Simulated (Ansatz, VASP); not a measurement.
## One calculation of Ba2Cd, two programs

Contents of INCAR:

```
SYSTEM = Ba2Cd
ALGO = Normal
EDIFF = 1E-6
ENCUT = 520
ISIF = 2
ISMEAR = -1
LASPH = .TRUE.
LCHARG = .FALSE.
LREAL = .FALSE.
LWAVE = .FALSE.
NBANDS = 23
NELM = 100
PREC = Accurate
SIGMA = 0.03
```

File KPOINTS:

```
k-points
0
G
  12 12 12
  0 0 0
```

The input POSCAR:

```
Ba2Cd
1.0
   -2.1440953799      2.1440953799      7.7313866590
    2.1440953799     -2.1440953799      7.7313866590
    2.1440953799      2.1440953799     -7.7313866590
Ba Cd
2 1
Direct
    0.6305127100      0.6305127100      0.0000000000
    0.3694872900      0.3694872900      0.0000000000
    0.0000000000      0.0000000000      0.0000000000
```

Input for Ansatz:

```yaml
crystal:
  lattice:
    - [-2.1440953799, 2.1440953799, 7.731386659]
    - [2.1440953799, -2.1440953799, 7.731386659]
    - [2.1440953799, 2.1440953799, -7.731386659]
  atoms:
    - { symbol: Ba, position: [0.63051271, 0.63051271, 0.0] }
    - { symbol: Ba, position: [0.36948729, 0.36948729, 0.0] }
    - { symbol: Cd, position: [0.0, 0.0, 0.0] }
kpoints:
  mp_grid: { grid: [12, 12, 12] }
  band_path:
    path:
      - [0.0, 0.0, 0.0]
      - [0.0, 0.0, 0.5]
      - [0.25, 0.25, 0.25]
      - [0.0, 0.5, 0.0]
      - [0.0, 0.0, 0.0]
      - [0.5, 0.5, -0.5]
      - [0.269227084, 0.730772916, -0.269227084]
      - [-0.269227084, 0.269227084, 0.269227084]
      - [0.0, 0.0, 0.0]
    npoints: 14
scf:
  occupations: { method: fermi_dirac, width: 0.03 }
hamiltonian:
  xc: lda
  pseudopotentials: { kind: all_electron, lapw: { basis_error: 0.001 } }
output:
  forces: true
  stress: true
  eigenvalues: true
  populations: true
  dos: { projected: true, de: 0.2, e_range: [-14, 8] }
```

Alike in both runs: task single point; functional LDA; k mesh 12 × 12 × 12; occupations fermi-dirac, width 0.03 eV; no spin polarisation.

|  | VASP | Ansatz |
| --- | --- | --- |
| version | VASP 6.6.1 | Ansatz 0.2.0 |
| potentials or method | VASP PAW LDA potentials, release 64 (Ba_sv, Cd), cutoff 520 eV | all-electron LAPW, scalar-relativistic |

Ansatz gave:

| Quantity | Value |
| --- | --- |
| pressure (GPa) | -2.1 |
| rms of the force components (eV/Å) | 0.069 |

Task: Which values does VASP return?

Result: Pressure (GPa): -1.9; rms of the force components (eV/Å): 0.055.

LDA's correlation is that of Perdew and Zunger in VASP and of Perdew and Wang (1992) in Ansatz. Atom by atom the forces differ by 0.014 eV/Å (rms over components). Ansatz ran all-electron here, and VASP with PAW potentials.

Spin-orbit coupling is off throughout.
